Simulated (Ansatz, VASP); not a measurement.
One calculation of Si16CO, two programs

```xyz
18
Lattice="7.7354 0.0000 0.0000 0.0000 7.7354 0.0000 0.0000 0.0000 22.1119" Properties=species:S:1:pos:R:3 pbc="T T T"
Si    0.0000    1.9339    4.0000
Si    0.0000    5.8016    4.0000
Si    3.8677    1.9339    4.0000
Si    3.8677    5.8016    4.0000
Si    0.0000    0.0000    5.3674
Si    0.0000    3.8677    5.3674
Si    3.8677    0.0000    5.3674
Si    3.8677    3.8677    5.3674
Si    1.9339    0.0000    6.7707
Si    1.9339    3.8677    6.7707
Si    5.8016    0.0000    6.7707
Si    5.8016    3.8677    6.7707
Si    1.9339    1.9339    8.1119
Si    1.9339    5.8016    8.1119
Si    5.8016    1.9339    8.1119
Si    5.8016    5.8016    8.1119
C     3.8677    5.8016    7.2019
O     4.4477    6.3816    8.0222
```

Alike in both runs: task single point; functional PBE; k mesh 4 × 4 × 1; occupations gaussian, width 0.05 eV; no spin polarisation.

```csv
,VASP,Ansatz
version,VASP 6.6.1,Ansatz 0.2.0
potentials or method,"VASP PAW PBE potentials, release 64 (Si, C, O), cutoff 520 eV","scalar-relativistic, plane waves, PAW"
valence electrons in the cell,74,74
```

|  | VASP | Ansatz | Ansatz less VASP |
| --- | --- | --- | --- |
| gap on the k mesh at the Fermi level (eV) | none | none | - |
| rms of the force components (eV/Å) | 3.083 | 3.001 | -0.0817 |
| work function, face that differs most (eV) | 5.03 | 5.03 | -0.003 |

Atom by atom the forces differ by 0.141 eV/Å (rms over components). A gap of «none» marks a metal or a gap that the smearing closes.

Noted on VASP's run: the standard files for N, O and F lose accuracy on very short bonds.
